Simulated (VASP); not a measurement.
# NiO (Fm-3m) in VASP: notebook

Runs on NiO. Level: PBE. Tasks: single point, relaxation of cell and atoms.

Everything below comes from runs of VASP 6.6.1. Logs are shortened: lines on timing, memory, paths and dates and some standing lists are left out, and cuts for length are marked.

## Step 1: The cell of the first run

The structure is cubic, space group Fm-3m (No. 225). Conventional cell: a = 4.186 Å, b = 4.186 Å, c = 4.186 Å, α = 90.00°, β = 90.00°, γ = 90.00°. Within 2.8 Å of Ni (site symmetry m-3m) lie 6 O at 2.09 Å. O (site symmetry m-3m) has 6 Ni at 2.09 Å within 2.8 Å.

## Step 2: Single point, PBE, collinear spin, ferromagnetic start

INCAR reads:

```
SYSTEM = NiO
PREC = Accurate
ENCUT = 600
EDIFF = 1E-6
ISMEAR = 0
SIGMA = 0.1
LREAL = .False.
LASPH = .True.
NELM = 200
ALGO = Normal
ISIF = 2
LWAVE = .False.
LCHARG = .False.
ISPIN = 2
MAGMOM = 2 1
LORBIT = 11
LMAXMIX = 4
GGA = PE
NBANDS = 19
GGA_COMPAT = .False.
```

KPOINTS reads:

```
regular mesh
0
Gamma
  8 8 8
  0 0 0
```

POSCAR reads:

```
NiO
1.0
    0.0000000000      2.0931687400      2.0931687400
    2.0931687400      0.0000000000      2.0931687400
    2.0931687400      2.0931687400      0.0000000000
Ni O
1 1
Direct
    0.0000000000      0.0000000000      0.0000000000
    0.5000000000      0.5000000000      0.5000000000
```

Potentials or basis: VASP PAW PBE potentials, release 64 (Ni, O).

Run with:

```sh
$ cat potpaw_PBE.64/Ni/POTCAR potpaw_PBE.64/O/POTCAR > POTCAR
$ mpirun -np 1 vasp_std > vasp.out
```

OUTCAR:

```text
SYSTEM = NiO
   PREC = Accurate
   ENCUT = 600
   EDIFF = 1E-6
   ISMEAR = 0
   LREAL = .False.
   LASPH = .True.
   NELM = 200
   ISIF = 2
   ISPIN = 2
   LORBIT = 11
   GGA = PE

 ion  position               nearest neighbor table
   1  0.000  0.000  0.000-   2 2.09   2 2.09   2 2.09   2 2.09   2 2.09   2 2.09
   2  0.500  0.500  0.500-   1 2.09   1 2.09   1 2.09   1 2.09   1 2.09   1 2.09

  LATTYP: Found a face centered cubic cell.
 ALAT       =     4.1863374800

  Lattice vectors:

 A1 = (   0.0000000000,   2.0931687400,   2.0931687400)
 A2 = (   2.0931687400,   0.0000000000,   2.0931687400)
 A3 = (   2.0931687400,   2.0931687400,   0.0000000000)

Analysis of symmetry for initial positions (statically):
=====================================================================
 Subroutine PRICEL returns:
 Original cell was already a primitive cell.

 Routine SETGRP: Setting up the symmetry group for a
 face centered cubic supercell.

 Subroutine GETGRP returns: Found 48 space group operations
 (whereof 48 operations were pure point group operations)
 out of a pool of 48 trial point group operations.

The static configuration has the point symmetry O_h .

Analysis of symmetry for dynamics (positions and initial velocities):
=====================================================================
 Subroutine PRICEL returns:
 Original cell was already a primitive cell.

 Routine SETGRP: Setting up the symmetry group for a
 face centered cubic supercell.

 Subroutine GETGRP returns: Found 48 space group operations
 (whereof 48 operations were pure point group operations)
 out of a pool of 48 trial point group operations.

The dynamic configuration has the point symmetry O_h .

Analysis of structural, dynamic, and magnetic symmetry:
=====================================================================
 Subroutine PRICEL returns:
 Original cell was already a primitive cell.

 Routine SETGRP: Setting up the symmetry group for a
 face centered cubic supercell.

 Subroutine GETGRP returns: Found 48 space group operations
 (whereof 48 operations were pure point group operations)
 out of a pool of 48 trial point group operations.

The overall configuration has the point symmetry O_h .

 Subroutine INISYM returns: Found 48 space group operations
 (whereof 48 operations are pure point group operations),
 and found     1 'primitive' translations

----------------------------------------------------------------------------------------

                                     Primitive cell

  volume of cell :      18.3418

  direct lattice vectors                    reciprocal lattice vectors
     0.000000000  2.093168740  2.093168740    -0.238872285  0.238872285  0.238872285
     2.093168740  0.000000000  2.093168740     0.238872285 -0.238872285  0.238872285
     2.093168740  2.093168740  0.000000000     0.238872285  0.238872285 -0.238872285

  length of vectors
     2.960187620  2.960187620  2.960187620     0.413738934  0.413738934  0.413738934

  position of ions in fractional coordinates (direct lattice)
     0.000000000  0.000000000  0.000000000
     0.500000000  0.500000000  0.500000000

  ion indices of the primitive-cell ions
   primitive index   ion index
                 1           1
                 2           2

----------------------------------------------------------------------------------------

 KPOINTS: regular mesh

Automatic generation of k-mesh.
 Grid dimensions read from file:
 generate k-points for:    8    8    8

 Generating k-lattice:

  Cartesian coordinates                     Fractional coordinates (reciprocal lattice)
    -0.029859036  0.029859036  0.029859036     0.125000000  0.000000000  0.000000000
     0.029859036 -0.029859036  0.029859036     0.000000000  0.125000000  0.000000000
     0.029859036  0.029859036 -0.029859036     0.000000000  0.000000000  0.125000000

  Length of vectors
     0.051717367  0.051717367  0.051717367

  Shift w.r.t. Gamma in fractional coordinates (k-lattice)
     0.000000000  0.000000000  0.000000000

 Subroutine IBZKPT returns following result:
 ===========================================

 Found     29 irreducible k-points:

 Following reciprocal coordinates:
            Coordinates               Weight
  0.000000  0.000000  0.000000      1.000000
  0.125000  0.000000  0.000000      8.000000
  0.250000  0.000000  0.000000      8.000000
  0.375000  0.000000  0.000000      8.000000
  0.500000  0.000000  0.000000      4.000000
  0.125000  0.125000  0.000000      6.000000
[... 16 lines left out ...]
  0.500000  0.250000  0.125000     48.000000
 -0.375000  0.250000  0.125000     24.000000
 [... further k-points ...]
   k-points           NKPTS =     29   k-points in BZ     NKDIM =     29   number of bands    NBANDS=     19
   number of dos      NEDOS =    301   number of ions     NIONS =      2
   total plane-waves  NPLWV =  13824
   dimension x,y,z NGX =    24 NGY =   24 NGZ =   24
   dimension x,y,z NGXF=    48 NGYF=   48 NGZF=   48
   ions per type =               1   1
   NGX,Y,Z   is equivalent  to a cutoff of  13.48, 13.48, 13.48 a.u.
   NGXF,Y,Z  is equivalent  to a cutoff of  26.96, 26.96, 26.96 a.u.
 SYSTEM =  NiO
   PREC   = accura    normal or accurate (medium, high low for compatibility)
   ISTART =      0    job   : 0-new  1-cont  2-samecut
   ICHARG =      2    charge: 1-file 2-atom 10-const
   ISPIN  =      2    spin polarized calculation?
   LNONCOLLINEAR =      F non collinear calculations
   LSORBIT =      F    spin-orbit coupling
   LASPH  =      T    aspherical Exc in radial PAW
   ENCUT  =  600.0 eV  44.10 Ry    6.64 a.u.   5.91  5.91  5.91*2*pi/ulx,y,z
   NELM   =    200;   NELMIN=  2; NELMDL= -5     # of ELM steps
   EDIFF  = 0.1E-05   stopping-criterion for ELM
   LREAL  =      F    real-space projection
[... 7 lines left out ...]
   TEBEG  =    0.0;   TEEND  =   0.0 temperature during run
   PSTRESS=    0.0 pullay stress
   NELECT =      16.0000    total number of electrons
   NUPDOWN=      -1.0000    fix difference up-down
   EMIN   =  10.00;   EMAX   =-10.00  energy-range for DOS
   EFERMI =   0.00;   METHOD = LEGACY
   ISMEAR =     0;   SIGMA  =   0.10  broadening in eV -4-tet -1-fermi 0-gaus
   EFERMI_NEDOS =   21; number of points for ismear=-14 and -15
   IALGO  =     38    algorithm
   IMIX   =      4    mixing-type and parameters
     AMIX     =   0.40;   BMIX     =  1.00
     AMIX_MAG =   1.60;   BMIX_MAG =  1.00
  volume/ion in A,a.u.               =       9.17        61.89
  Fermi-wavevector in a.u.,A,eV,Ry     =   1.564230  2.955966 33.290942  2.446815
  Thomas-Fermi vector in A             =   2.666884
   LORBIT       =     11    0 simple, 1 ext, 2 COOP (PROOUT), +10 PAW based schemes
   GGA     = PE    functional components
   LHFCALC =     F    Hartree Fock is set to
   AEXX    =    0.0000 exact exchange contribution
   IVDW    =     0    specifies the selected vdW correction
   LEPSILON=     F    determine dielectric tensor
   LRPA    =     F    only Hartree local field effects (RPA)
 spin polarized calculation
 Gauss-broadening in eV      SIGMA  =   0.10
  energy-cutoff  :      600.00
  volume of cell :       18.34
 maximum number of plane-waves:       620
   NGX = 11   NGY = 11   NGZ = 11

 number of electron      16.0000007 magnetization       1.8138275

 Free energy of the ion-electron system (eV)
  ---------------------------------------------------
  ext. energy  EPLUGINS =         0.00000000
  ---------------------------------------------------
  free energy    TOTEN  =       -11.47916806 eV

  energy without entropy =      -11.47509030  energy(sigma->0) =      -11.47712918

 E-fermi :   7.8129     XC(G=0): -12.6380

 val. band max:        7.7576922305   @ k =   0.3750   0.0000   0.0000
 cond. band min:       7.8503522736   @ k =   0.3750   0.2500   0.1250
 fundamental gap:      0.0926600431
 Fermi energy:         7.8129378741

 spin component 1

 k-point     1 :       0.0000    0.0000    0.0000
  band No.  band energies     occupation
      1     -12.4982      1.00000
      2       4.6063      1.00000
      3       4.6064      1.00000
      4       4.8393      1.00000
      5       4.8393      1.00000
      6       4.8393      1.00000
[... 11 lines left out ...]
     18      33.6174      0.00000
     19      33.6175      0.00000

 k-point     2 :       0.1250    0.0000    0.0000
  band No.  band energies     occupation
      1     -12.3259      1.00000
      2       3.5250      1.00000
      3       3.6164      1.00000
      4       3.6164      1.00000
      5       5.1532      1.00000
      6       5.1533      1.00000
[... 476 lines left out ...]
 k-point    24 :      -0.3750    0.2500    0.1250
  band No.  band energies     occupation
      1     -11.0599      1.00000
      2       0.3737      1.00000
      3       1.8181      1.00000
      4       2.0616      1.00000
      5       5.5237      1.00000
      6       5.8231      1.00000
[... 11 lines left out ...]
     18      38.2283      0.00000
     19      38.9672      0.00000

 [... further k-points ...]

 spin component 2

 k-point     1 :       0.0000    0.0000    0.0000
  band No.  band energies     occupation
      1     -12.0329      1.00000
      2       5.3787      1.00000
      3       5.3787      1.00000
      4       5.3788      1.00000
      5       5.9535      1.00000
      6       5.9537      1.00000
[... 11 lines left out ...]
     18      34.2349      0.00000
     19      34.2352      0.00000

 k-point     2 :       0.1250    0.0000    0.0000
  band No.  band energies     occupation
      1     -11.8551      1.00000
      2       4.0524      1.00000
      3       4.7317      1.00000
      4       4.7318      1.00000
      5       6.1478      1.00000
      6       6.1480      1.00000
[... 476 lines left out ...]
 k-point    24 :      -0.3750    0.2500    0.1250
  band No.  band energies     occupation
      1     -10.5265      1.00000
      2       0.7799      1.00000
      3       2.5959      1.00000
      4       3.1493      1.00000
      5       6.7115      1.00000
      6       6.7598      1.00000
[... 11 lines left out ...]
     18      38.6841      0.00000
     19      39.4453      0.00000

 [... further k-points ...]

------------------------ aborting loop because EDIFF is reached ----------------------------------------

  FORCE on cell =-STRESS in cart. coord.  units (eV):
  Direction    XX          YY          ZZ          XY          YZ          ZX
  --------------------------------------------------------------------------------------
  -------------------------------------------------------------------------------------
  Total        0.4688210      0.4688210      0.4688210     -0.0000000      0.0000000      0.0000000
  in kB       40.9519781     40.9519781     40.9519781     -0.0000000      0.0000000      0.0000000
  external PRESSURE =      40.9519781 kB  Pullay stress =       0.0000000 kB

 VOLUME and BASIS-vectors are now :
 -----------------------------------------------------------------------------
  energy-cutoff  :      600.00
  volume of cell :       18.34
      direct lattice vectors                 reciprocal lattice vectors
     0.000000000  2.093168740  2.093168740    -0.238872285  0.238872285  0.238872285
     2.093168740  0.000000000  2.093168740     0.238872285 -0.238872285  0.238872285
     2.093168740  2.093168740  0.000000000     0.238872285  0.238872285 -0.238872285

 POSITION                                       TOTAL-FORCE (eV/Angst)
 -----------------------------------------------------------------------------------
      0.00000      0.00000      0.00000         0.000000      0.000000      0.000000
      2.09317      2.09317      2.09317         0.000000      0.000000      0.000000
 -----------------------------------------------------------------------------------
    total drift:                                0.000000     -0.000000     -0.000000

  FREE ENERGIE OF THE ION-ELECTRON SYSTEM (eV)
  ---------------------------------------------------
  free  energy   TOTEN  =       -11.4791680612 eV

  energy  without entropy=      -11.4750902960  energy(sigma->0) =      -11.47712918

 total charge

# of ion       s       p       d       tot
------------------------------------------
    1        0.331   0.400   8.236   8.967
    2        1.553   3.425   0.000   4.978
--------------------------------------------------
tot          1.883   3.825   8.236  13.945

 magnetization (x)

# of ion       s       p       d       tot
------------------------------------------
    1        0.011   0.015   1.456   1.483
    2        0.028   0.257   0.000   0.285
--------------------------------------------------
tot          0.039   0.272   1.456   1.768
```

Run time: 42 s. Hardware: 1 thread of Intel Xeon 8259CL, shared host; peak memory 0.16 GiB.

What came out:

```yaml
Free_energy: -11.4792 eV
Pressure: 4.1 GPa
Net_moment: 1.81 μB per cell
Site_moments: Ni +1.48; O +0.28 μB
Valence_electrons_inside_the_program's_atomic_spheres: Ni 8.97; O 4.98
```

Levels at points of the mesh, in eV from the Fermi level:
Spin up:
| k point | band 7 | band 8 | band 9 | band 10 | band 11 | band 12 |
| --- | --- | --- | --- | --- | --- | --- |
| (0.00, 0.00, 0.00) | -2.70 | -2.70 | -2.70 | 1.48 | 17.82 | 18.85 |
| (0.50, 0.00, 0.00) | -1.48 | 0.22 | 0.22 | 5.56 | 9.88 | 13.94 |
| (0.50, 0.50, 0.00) | -2.33 | -1.71 | -1.71 | 6.06 | 10.51 | 12.17 |
Spin down:
```csv
k point,band 3,band 4,band 5,band 6,band 7,band 8,band 9,band 10,band 11,band 12
"(0.00, 0.00, 0.00)",-2.43,-2.43,-1.86,-1.86,-1.86,-0.59,-0.59,1.84,17.75,19.07
"(0.50, 0.00, 0.00)",-4.75,-4.75,-0.98,-0.98,-0.60,2.22,2.22,5.74,10.42,14.23
"(0.50, 0.50, 0.00)",-3.78,-3.78,-2.82,-0.79,-0.79,-0.17,0.36,6.52,10.88,12.43
```

Caveat: the cell stands under pressure; a cell with one magnetic atom can't hold antiferromagnetic order, which such compounds often take; semilocal functionals often make such compounds metallic where correlation or magnetic order opens a gap, which also shifts bond lengths. With open d or f shells a metallic result of PBE can be an artefact of self-interaction; +U or a hybrid may open a gap.

(Part 1 of 2 ends here.)
